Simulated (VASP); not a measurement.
# BaTiO3 (P4/mmm) in VASP: further runs

BaTiO3 is run at these levels: PBEsol; tasks: relaxation of cell and atoms.

Program: VASP 6.6.1. These are calculated values, not measurements. Logs are shortened: lines on timing, memory, paths and dates and some standing lists are left out, and cuts for length are marked.

## 1. The cell of the first run

It takes space group P4/mmm (No. 123, tetragonal). Conventional cell: a = 4.112 Å, b = 4.112 Å, c = 5.036 Å, α = 90.00°, β = 90.00°, γ = 90.00°. Ba (site symmetry 4/mmm) has 10 O at 2.52 to 3.25 Å within 3.3 Å. Within 2.7 Å of Ti (site symmetry 4/mmm) lie 4 O at 2.06 Å. O (site symmetry mmm) has 2 Ti at 2.06 Å and 2 O at 2.06 Å within 2.7 Å. Within 2.7 Å of O (site symmetry 4/mmm) lie 4 O at 2.06 Å and 2 Ba at 2.52 Å.

## 2. Relaxation of cell and atoms, PBEsol, target pressure -2 GPa, at which the enthalpy is minimised

Input file INCAR:

```
SYSTEM = BaTiO3
PREC = Accurate ; ENCUT = 600
EDIFF = 1E-6 ; ISMEAR = -1
SIGMA = 0.05 ; LREAL = .False.
LASPH = .True. ; NELM = 60
ALGO = Normal ; ISIF = 3
LWAVE = .False. ; LCHARG = .False.
GGA = PS ; IBRION = 2
NSW = 80 ; EDIFFG = -0.005
PSTRESS = -20.0
```

Input file KPOINTS:

```
Automatic mesh
0
Gamma
  6 6 4
  0 0 0
```

Input file POSCAR:

```
BaTiO3
1.0
    4.1124670000      0.0000000000      0.0000000000
    0.0000000000      4.1124670000      0.0000000000
    0.0000000000      0.0000000000      5.0356130000
Ba Ti O
1 1 3
Direct
    0.0000000000      0.0000000000      0.0000000000
    0.5000000000      0.5000000000      0.5000000000
    0.0000000000      0.5000000000      0.5000000000
    0.5000000000      0.0000000000      0.5000000000
    0.0000000000      0.0000000000      0.5000000000
```

Potentials or basis: VASP PAW PBE potentials, release 64 (Ba_sv, Ti_sv, O).

Run with:

```console
$ cat potpaw_PBE.64/Ba_sv/POTCAR potpaw_PBE.64/Ti_sv/POTCAR potpaw_PBE.64/O/POTCAR > POTCAR
$ mpirun -np 1 vasp_std > vasp.out
```

OUTCAR:

```text
SYSTEM = BaTiO3
   PREC = Accurate
   ENCUT = 600
   EDIFF = 1E-6
   ISMEAR = -1
   LREAL = .False.
   LASPH = .True.
   NELM = 60
   ISIF = 3
   GGA = PS
   IBRION = 2
   NSW = 80
   EDIFFG = -0.005
   PSTRESS = -20.0

 ion  position               nearest neighbor table
   1  0.000  0.000  0.000-   5 2.52   5 2.52   3 3.25   3 3.25   4 3.25   4 3.25   3 3.25   3 3.25
                             4 3.25   4 3.25
   2  0.500  0.500  0.500-   3 2.06   4 2.06   4 2.06   3 2.06
   3  0.000  0.500  0.500-   2 2.06   2 2.06   1 3.25   1 3.25   1 3.25   1 3.25
   4  0.500  0.000  0.500-   2 2.06   2 2.06   1 3.25   1 3.25   1 3.25   1 3.25
   5  0.000  0.000  0.500-   1 2.52   1 2.52

  LATTYP: Found a simple tetragonal cell.
 ALAT       =     4.1124670000
 C/A-ratio  =     1.2244749927

  Lattice vectors:

 A1 = (   4.1124670000,   0.0000000000,   0.0000000000)
 A2 = (   0.0000000000,   4.1124670000,   0.0000000000)
 A3 = (   0.0000000000,   0.0000000000,   5.0356130000)

Analysis of symmetry for initial positions (statically):
=====================================================================
 Subroutine PRICEL returns:
 Original cell was already a primitive cell.

 Routine SETGRP: Setting up the symmetry group for a
 simple tetragonal supercell.

 Subroutine GETGRP returns: Found 16 space group operations
 (whereof 16 operations were pure point group operations)
 out of a pool of 16 trial point group operations.

The static configuration has the point symmetry D_4h.

Analysis of symmetry for dynamics (positions and initial velocities):
=====================================================================
 Subroutine PRICEL returns:
 Original cell was already a primitive cell.

 Routine SETGRP: Setting up the symmetry group for a
 simple tetragonal supercell.

 Subroutine GETGRP returns: Found 16 space group operations
 (whereof 16 operations were pure point group operations)
 out of a pool of 16 trial point group operations.

The dynamic configuration has the point symmetry D_4h.

 Subroutine INISYM returns: Found 16 space group operations
 (whereof 16 operations are pure point group operations),
 and found     1 'primitive' translations

----------------------------------------------------------------------------------------

                                     Primitive cell

[... 100 lines left out ...]
   IBRION =      2    ionic relax: 0-MD 1-quasi-New 2-CG
   NFREE  =      1    steps in history (QN), initial steepest desc. (CG)
   ISIF   =      3    stress and relaxation
   ISYM   =      2    0-nonsym 1-usesym 2-fastsym
   POTIM  = 0.5000    time-step for ionic-motion
   TEBEG  =    0.0;   TEEND  =   0.0 temperature during run
   PSTRESS=  -20.0 pullay stress
   NELECT =      40.0000    total number of electrons
   NUPDOWN=      -1.0000    fix difference up-down
   EMIN   =  10.00;   EMAX   =-10.00  energy-range for DOS
   EFERMI =   0.00;   METHOD = LEGACY
   ISMEAR =    -1;   SIGMA  =   0.05  broadening in eV -4-tet -1-fermi 0-gaus
   EFERMI_NEDOS =   21; number of points for ismear=-14 and -15
   IALGO  =     38    algorithm
   IMIX   =      4    mixing-type and parameters
     AMIX     =   0.40;   BMIX     =  1.00
     AMIX_MAG =   1.60;   BMIX_MAG =  1.00
  volume/ion in A,a.u.               =      17.03       114.94
  Fermi-wavevector in a.u.,A,eV,Ry     =   1.272553  2.404776 22.033142  1.619390
  Thomas-Fermi vector in A             =   2.405425
   LORBIT       =      0    0 simple, 1 ext, 2 COOP (PROOUT), +10 PAW based schemes
   GGA     = PS    functional components
   LHFCALC =     F    Hartree Fock is set to
   AEXX    =    0.0000 exact exchange contribution
   IVDW    =     0    specifies the selected vdW correction
   LEPSILON=     F    determine dielectric tensor
   LRPA    =     F    only Hartree local field effects (RPA)
 conjugate gradient relaxation of ions
 non-spin polarized calculation
  energy-cutoff  :      600.00
  volume of cell :       85.16
 maximum number of plane-waves:      2872
 NGX is ok and might be reduce to    36
   NGX = 17   NGY = 17   NGZ = 21

--------------------------------------- Ionic step        1  -------------------------------------------

 number of electron      39.9999999 magnetization

 Free energy of the ion-electron system (eV)
  ---------------------------------------------------
  ext. energy  EPLUGINS =         0.00000000
  ---------------------------------------------------
  free energy    TOTEN  =       -32.80153797 eV

  energy without entropy =      -32.76576680  energy(sigma->0) =      -32.78365239

------------------------ aborting loop because EDIFF is reached ----------------------------------------

  FORCE on cell =-STRESS in cart. coord.  units (eV):
  Direction    XX          YY          ZZ          XY          YZ          ZX
  --------------------------------------------------------------------------------------
  -------------------------------------------------------------------------------------
  Total       -2.4758116     -2.4758116     -2.2912058      0.0000000     -0.0000000      0.0000000
  in kB      -46.5769419    -46.5769419    -43.1039917      0.0000000     -0.0000000      0.0000000
  external PRESSURE =     -25.4192919 kB  Pullay stress =     -20.0000000 kB
[... 274 lines left out ...]
--------------------------------------- Ionic step        8  -------------------------------------------

 number of electron      39.9999991 magnetization

 Free energy of the ion-electron system (eV)
  ---------------------------------------------------
  ext. energy  EPLUGINS =         0.00000000
  ---------------------------------------------------
  free energy    TOTEN  =       -32.84911513 eV

  energy without entropy =      -32.81528974  energy(sigma->0) =      -32.83220243

 E-fermi :   4.3027     XC(G=0): -10.1891

 val. band max:        4.3001379550   @ k =   0.0000   0.0000   0.0000
 cond. band min:       4.3184374164   @ k =   0.0000   0.0000   0.2500
 fundamental gap:      0.0182994615
 Fermi energy:         4.3026951488

 k-point     1 :       0.0000    0.0000    0.0000
  band No.  band energies     occupation
      1     -53.7009      2.00000
      2     -30.1245      2.00000
      3     -30.1245      2.00000
      4     -29.8547      2.00000
      5     -23.2996      2.00000
      6     -16.0254      2.00000
[... 637 lines left out ...]
     23       5.7574      0.00000
     24       6.1535      0.00000

 [... further k-points ...]

------------------------ aborting loop because EDIFF is reached ----------------------------------------

  FORCE on cell =-STRESS in cart. coord.  units (eV):
  Direction    XX          YY          ZZ          XY          YZ          ZX
  --------------------------------------------------------------------------------------
  -------------------------------------------------------------------------------------
  Total       -1.0586827     -1.0586827     -1.0247122      0.0000000      0.0000000      0.0000000
  in kB      -20.4693241    -20.4693241    -19.8125145      0.0000000      0.0000000      0.0000000
  external PRESSURE =      -0.2503875 kB  Pullay stress =     -20.0000000 kB
[... 24 lines left out ...]
  energy  without entropy=      -32.8152897409  energy(sigma->0) =      -32.83220243

  enthalpy is  TOTEN    =       -33.8835241840 eV   P V=       -1.0344090563

 reached required accuracy - stopping structural energy minimisation
```

OSZICAR:

```text
N       E                     dE             d eps       ncg     rms          rms(c)
DAV:   1     0.468531481139E+03    0.46853E+03   -0.22397E+04  1440   0.190E+03
DAV:   2     0.203489440813E+02   -0.44818E+03   -0.44100E+03  1720   0.475E+02
DAV:   3    -0.418797457451E+02   -0.62229E+02   -0.61297E+02  2296   0.155E+02
DAV:   4    -0.449727467272E+02   -0.30930E+01   -0.30833E+01  2144   0.340E+01
[... 73 lines left out ...]
DAV:   1    -0.328492248815E+02    0.74847E-04   -0.59169E-03  1456   0.691E-01    0.681E-02
DAV:   2    -0.328491422687E+02    0.82613E-04   -0.26883E-04  1616   0.131E-01    0.347E-02
DAV:   3    -0.328491231708E+02    0.19098E-04   -0.11130E-04  2008   0.684E-02    0.207E-02
DAV:   4    -0.328491160811E+02    0.70897E-05   -0.45191E-05  2280   0.436E-02    0.830E-03
DAV:   5    -0.328491151278E+02    0.95331E-06   -0.89821E-06  1488   0.195E-02
   8 F= -.33883524E+02 E0= -.33866611E+02  d E =-.486078E-03
```

CONTCAR:

```text
BaTiO3
   1.00000000000000
     4.0787795788842605    0.0000000000000000    0.0000000000000000
     0.0000000000000000    4.0787795788842605    0.0000000000000000
     0.0000000000000000   -0.0000000000000000    4.9809528231727214
  Ba              Ti              O
     1     1     3
Direct
     0.0000000000000000    0.0000000000000000    0.0000000000000000
     0.5000000000000000    0.5000000000000000    0.5000000000000000
     0.0000000000000000    0.5000000000000000    0.5000000000000000
     0.5000000000000000    0.0000000000000000    0.5000000000000000
     0.0000000000000000    0.0000000000000000    0.5000000000000000

  0.00000000E+00  0.00000000E+00  0.00000000E+00
  0.00000000E+00  0.00000000E+00  0.00000000E+00
  0.00000000E+00  0.00000000E+00  0.00000000E+00
  0.00000000E+00  0.00000000E+00  0.00000000E+00
  0.00000000E+00  0.00000000E+00  0.00000000E+00
```

Run time: 2.9 min. Hardware: 1 thread of Intel Xeon 6975P-C (Granite Rapids), shared host; peak memory 0.28 GiB.

Results:

- Free energy: -32.8491 eV
- Relaxed volume: 16.57 Å³/atom
- Relaxed cell: a = 4.079 Å, b = 4.079 Å, c = 4.981 Å, α = 90.00°, β = 90.00°, γ = 90.00°
- Space group after relaxing (to 0.1 Å): P4/mmm (No. 123)
- Energy change on relaxing (the run minimises the enthalpy): -9.5 meV/atom
- Ionic steps: 8
- Pressure after relaxing: -2.0 GPa
- Band gap on the k mesh: zero (bands 20 and 21 overlap by 1.80 eV)

The path:
| step | energy change (eV) | largest force (eV/Å) | pressure (GPa) | volume (Å³) |
| --- | --- | --- | --- | --- |
| 1 | 0.0000 | 0.0000 | -4.54 | 85.16 |
| 2 | -0.0553 | 0.0000 | -0.74 | 81.88 |
| 3 | -0.0465 | 0.0000 | -1.99 | 82.91 |
| 4 | -0.0460 | 0.0000 | -2.06 | 82.96 |
| 5 | -0.0474 | 0.0000 | -2.04 | 82.88 |
| 6 | -0.0475 | 0.0000 | -2.07 | 82.87 |
| 7 | -0.0478 | 0.0000 | -2.06 | 82.85 |
| 8 | -0.0476 | 0.0000 | -2.03 | 82.87 |

Final structure:
```xyz
5
Lattice="4.0788 0.0000 0.0000 0.0000 4.0788 0.0000 0.0000 0.0000 4.9810" Properties=species:S:1:pos:R:3 pbc="T T T"
Ba    0.0000    0.0000    0.0000
Ti    2.0394    2.0394    2.4905
O     0.0000    2.0394    2.4905
O     2.0394    0.0000    2.4905
O     0.0000    0.0000    2.4905
```

Levels at points of the mesh, in eV from the Fermi level:
```
           k point  band 16  band 17  band 18  band 19  band 20  band 21  band 22  band 23  band 24
(0.00, 0.00, 0.00)    -3.74    -3.62    -1.98    -1.23    -0.02    -0.02     0.00     1.52     1.60
(0.50, 0.00, 0.00)    -4.28    -2.96    -1.90    -1.43    -0.54     0.17     0.81     1.21     1.52
(0.50, 0.50, 0.00)    -3.93    -2.81    -2.25    -2.25    -1.66    -1.51     1.53     1.53     2.16
(0.00, 0.00, 0.50)    -3.74    -3.74    -2.82     0.03     0.11     0.11     0.16     0.53     1.58
(0.50, 0.00, 0.50)    -3.99    -3.04    -2.93    -2.11    -0.12     0.03     0.81     1.45     1.85
(0.50, 0.50, 0.50)    -3.91    -3.81    -2.80    -2.47    -2.47    -0.54     0.36     1.51     1.51
```

Caveat: the cell is relaxed towards a set pressure, so the run minimises the enthalpy, not the energy; the PAW data sets were made with another functional, which shifts forces and pressure a little; spin-orbit coupling is left out, which moves the levels of the heavy elements.

## 3. Relaxation of cell and atoms, PBEsol

Input file INCAR:

```
ALGO     = Normal         # electronic algorithm
EDIFF    = 1E-6           # SCF threshold, eV
EDIFFG   = -0.005         # ionic threshold
ENCUT    = 600            # plane-wave cutoff, eV
GGA      = PS             # functional
IBRION   = 2              # ionic algorithm
ISIF     = 3              # what is computed and relaxed
ISMEAR   = -1             # smearing method
LASPH    = T              # aspherical terms in the spheres
LCHARG   = F              # write CHGCAR
LREAL    = F              # projectors in reciprocal space
LWAVE    = F              # write WAVECAR
NELM     = 60             # most SCF steps
NSW      = 80             # ionic steps
PREC     = Accurate       # precision mode
SIGMA    = 0.05           # smearing width, eV
```

Input file KPOINTS:

```
k-points
0
Gamma
  6 6 4
```

POSCAR is that of step 2.

Potentials or basis: VASP PAW PBE potentials, release 64 (Ba_sv, Ti_sv, O).

Run with:

```console
$ cat potpaw_PBE.64/Ba_sv/POTCAR potpaw_PBE.64/Ti_sv/POTCAR potpaw_PBE.64/O/POTCAR > POTCAR
$ mpirun -np 1 vasp_std > vasp.out
```

OUTCAR:

```text
EDIFF = 1E-6
   EDIFFG = -0.005
   ENCUT = 600
   GGA = PS
   IBRION = 2
   ISIF = 3
   ISMEAR = -1
   LASPH = T
   LREAL = F
   NELM = 60
   NSW = 80
   PREC = Accurate

 ion  position               nearest neighbor table
   1  0.000  0.000  0.000-   5 2.52   5 2.52   3 3.25   3 3.25   4 3.25   4 3.25   3 3.25   3 3.25
                             4 3.25   4 3.25
   2  0.500  0.500  0.500-   3 2.06   4 2.06   4 2.06   3 2.06
   3  0.000  0.500  0.500-   2 2.06   2 2.06   1 3.25   1 3.25   1 3.25   1 3.25
   4  0.500  0.000  0.500-   2 2.06   2 2.06   1 3.25   1 3.25   1 3.25   1 3.25
   5  0.000  0.000  0.500-   1 2.52   1 2.52

  LATTYP: Found a simple tetragonal cell.
 ALAT       =     4.1124670000
 C/A-ratio  =     1.2244749927

  Lattice vectors:

 A1 = (   4.1124670000,   0.0000000000,   0.0000000000)
[... 307 lines left out ...]
  free energy    TOTEN  =       -32.86001117 eV

  energy without entropy =      -32.82772451  energy(sigma->0) =      -32.84386784

 E-fermi :   4.4563     XC(G=0): -10.2859

 val. band max:        4.4480279010   @ k =   0.0000   0.0000   0.0000
 cond. band min:       4.4674579349   @ k =   0.0000   0.0000   0.2500
 fundamental gap:      0.0194300339
 Fermi energy:         4.4562763657

 k-point     1 :       0.0000    0.0000    0.0000
  band No.  band energies     occupation
      1     -53.5193      2.00000
      2     -29.9511      2.00000
      3     -29.9511      2.00000
      4     -29.6773      2.00000
      5     -23.1020      2.00000
      6     -16.0035      2.00000
[... 637 lines left out ...]
     23       5.9558      0.00000
     24       6.3565      0.00000

 [... further k-points ...]

------------------------ aborting loop because EDIFF is reached ----------------------------------------

  FORCE on cell =-STRESS in cart. coord.  units (eV):
  Direction    XX          YY          ZZ          XY          YZ          ZX
  --------------------------------------------------------------------------------------
  -------------------------------------------------------------------------------------
  Total        0.0087541      0.0087541     -0.0171290      0.0000000      0.0000000      0.0000000
  in kB        0.1727389      0.1727389     -0.3379939      0.0000000      0.0000000      0.0000000
  external PRESSURE =       0.0024946 kB  Pullay stress =       0.0000000 kB
[... 20 lines left out ...]
  FREE ENERGIE OF THE ION-ELECTRON SYSTEM (eV)
  ---------------------------------------------------
  free  energy   TOTEN  =       -32.8600111720 eV

  energy  without entropy=      -32.8277245148  energy(sigma->0) =      -32.84386784

 reached required accuracy - stopping structural energy minimisation
```

OSZICAR:

```text
N       E                     dE             d eps       ncg     rms          rms(c)
DAV:   1     0.468531481139E+03    0.46853E+03   -0.22397E+04  1440   0.190E+03
[... 48 lines left out ...]
DAV:   1    -0.328683479349E+02   -0.99423E-02   -0.46652E-01  1440   0.615E+00    0.590E-01
DAV:   2    -0.328621849339E+02    0.61630E-02   -0.19490E-02  1568   0.110E+00    0.308E-01
DAV:   3    -0.328604860663E+02    0.16989E-02   -0.75651E-03  2048   0.567E-01    0.159E-01
DAV:   4    -0.328600700725E+02    0.41599E-03   -0.27502E-03  2264   0.344E-01    0.685E-02
DAV:   5    -0.328600168629E+02    0.53210E-04   -0.63854E-04  1928   0.165E-01    0.230E-02
DAV:   6    -0.328600095795E+02    0.72835E-05   -0.67835E-05  1800   0.516E-02    0.150E-02
DAV:   7    -0.328600112653E+02   -0.16858E-05   -0.10009E-05  2144   0.232E-02    0.473E-03
DAV:   8    -0.328600111720E+02    0.93295E-07   -0.13589E-06  1120   0.774E-03
   4 F= -.32860011E+02 E0= -.32843868E+02  d E =-.160567E-02
```

CONTCAR:

```text
BaTiO3
   1.00000000000000
     4.0546201416608367    0.0000000000000000    0.0000000000000000
     0.0000000000000000    4.0546201416608367    0.0000000000000000
     0.0000000000000000   -0.0000000000000000    4.9389413482336701
  Ba              Ti              O
     1     1     3
Direct
     0.0000000000000000    0.0000000000000000    0.0000000000000000
     0.5000000000000000    0.5000000000000000    0.5000000000000000
     0.0000000000000000    0.5000000000000000    0.5000000000000000
     0.5000000000000000    0.0000000000000000    0.5000000000000000
     0.0000000000000000    0.0000000000000000    0.5000000000000000

  0.00000000E+00  0.00000000E+00  0.00000000E+00
  0.00000000E+00  0.00000000E+00  0.00000000E+00
  0.00000000E+00  0.00000000E+00  0.00000000E+00
  0.00000000E+00  0.00000000E+00  0.00000000E+00
  0.00000000E+00  0.00000000E+00  0.00000000E+00
```

Wall time 1.8 min (1 thread of Intel Xeon 6975P-C (Granite Rapids), shared host); peak memory 0.28 GiB.

What came out:

```yaml
Free_energy: -32.8600 eV
Relaxed_volume: 16.24 Å³/atom
Relaxed_cell: a = 4.055 Å, b = 4.055 Å, c = 4.939 Å, α = 90.00°, β = 90.00°, γ = 90.00°
Space_group_after_relaxing_to_0.1_Å: P4/mmm (No. 123)
Energy_gained_by_relaxing: 11.7 meV/atom
Ionic_steps: 4
Pressure_after_relaxing: 0.0 GPa
Band_gap_on_the_k_mesh: zero (bands 20 and 21 overlap by 1.85 eV)
```

The path:
```csv
step,energy change (eV),largest force (eV/Å),pressure (GPa),volume (Å³)
1,0.0000,0.0000,-4.54,85.16
2,-0.0398,0.0000,2.80,79.35
3,-0.0569,0.0000,-0.02,81.33
4,-0.0585,0.0000,0.00,81.20
```

Final structure:
```yaml
crystal:
  lattice:
    - [4.05462, 0.00000, 0.00000]
    - [0.00000, 4.05462, 0.00000]
    - [0.00000, 0.00000, 4.93894]
  atoms:
    - { symbol: Ba, position: [0.00000, 0.00000, 0.00000] }
    - { symbol: Ti, position: [0.50000, 0.50000, 0.50000] }
    - { symbol: O, position: [0.00000, 0.50000, 0.50000] }
    - { symbol: O, position: [0.50000, 0.00000, 0.50000] }
    - { symbol: O, position: [0.00000, 0.00000, 0.50000] }
```

Levels at points of the mesh, in eV from the Fermi level:
```csv
k point,band 18,band 19,band 20,band 21,band 22,band 23
"(0.00, 0.00, 0.00)",-2.00,-1.22,-0.03,-0.03,-0.01,1.54
"(0.50, 0.00, 0.00)",-1.93,-1.40,-0.53,0.17,0.83,1.23
"(0.50, 0.50, 0.00)",-2.29,-2.29,-1.62,-1.55,1.58,1.58
"(0.00, 0.00, 0.50)",-2.90,0.03,0.11,0.11,0.19,0.57
"(0.50, 0.00, 0.50)",-2.97,-2.14,-0.13,0.04,0.83,1.50
"(0.50, 0.50, 0.50)",-2.86,-2.51,-2.51,-0.57,0.39,1.56
```

Caveat: the PAW data sets were made with another functional, which shifts forces and pressure a little; spin-orbit coupling is left out, which moves the levels of the heavy elements.

(Part 1 of 2 ends here.)

The gap in the log of VASP goes by the Fermi energy; the results here count the filled bands.